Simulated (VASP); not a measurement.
Wanted: the native input for a VASP 6.6.1 run.

| Item | Value |
| --- | --- |
| Task | single point |
| Functional | PBE |
| Potentials or basis | VASP PAW PBE potentials, release 64 (Ti_sv, Al) |
| Cutoff | 520 eV |
| k mesh | 14 × 14 × 8 |
| Occupations | gaussian, width 0.1 eV |
| Spin | no spin polarisation |
| Dipole correction | no |
| Further INCAR settings | ALGO = Fast; EDIFF = 1e-06; NBANDS = 14 |

The structure of TiAl lies in POSCAR:

```
TiAl
1.0
    2.9211667627      0.0200708356     -0.0005447798
   -1.4432015278      2.5518511427     -0.0245588294
   -0.0008888358     -0.0467808300      4.8107534339
Ti Al
1 1
Direct
   -0.0015616624      0.0627234603     -0.0366090127
    0.3348949924      0.6039432097      0.5366090127
```

This cell differs from its parent crystal: atoms moved at random and the cell strained at random.

One way to write it, as run:

INCAR

```
SYSTEM = TiAl
PREC     = Accurate       ! precision mode
ENCUT    = 520            ! plane-wave cutoff, eV
EDIFF    = 1E-6           ! SCF threshold, eV
ISMEAR   = 0              ! smearing method
SIGMA    = 0.1            ! smearing width, eV
LREAL    = .FALSE.        ! projectors in reciprocal space
LASPH    = .TRUE.         ! aspherical terms in the spheres
NELM     = 100            ! most SCF steps
ALGO     = Fast           ! electronic algorithm
ISIF     = 2              ! what is computed and relaxed
LWAVE    = .FALSE.        ! write WAVECAR
LCHARG   = .FALSE.        ! write CHGCAR
GGA      = PE             ! functional
NBANDS   = 14             ! bands
```

KPOINTS

```
Automatic mesh
0
G
  14 14 8
  0 0 0
```

Potentials or basis: VASP PAW PBE potentials, release 64 (Ti_sv, Al).

Run with:

```console
$ cat potpaw_PBE.64/Ti_sv/POTCAR potpaw_PBE.64/Al/POTCAR > POTCAR
$ mpirun -np 1 vasp_std > vasp.out
```

Results of the run:

- Pressure: -1.5 GPa
- Largest force: 2.298 eV/Å
- Band gap on the k mesh: zero (an odd number of electrons rules out a gap without spin polarisation)

Caveat: the cell differs from its parent crystal (atoms moved at random and the cell strained at random); the stress differs along the axes, from -7 to 2 GPa; forces of over 1 eV/Å act on the atoms, so gaps and moduli don't describe the material at rest.

Run time: 8.6 min on 1 thread of Intel(R) Xeon(R) Platinum 8488C (Sapphire Rapids), on a shared host, peak memory 0.5 GiB.
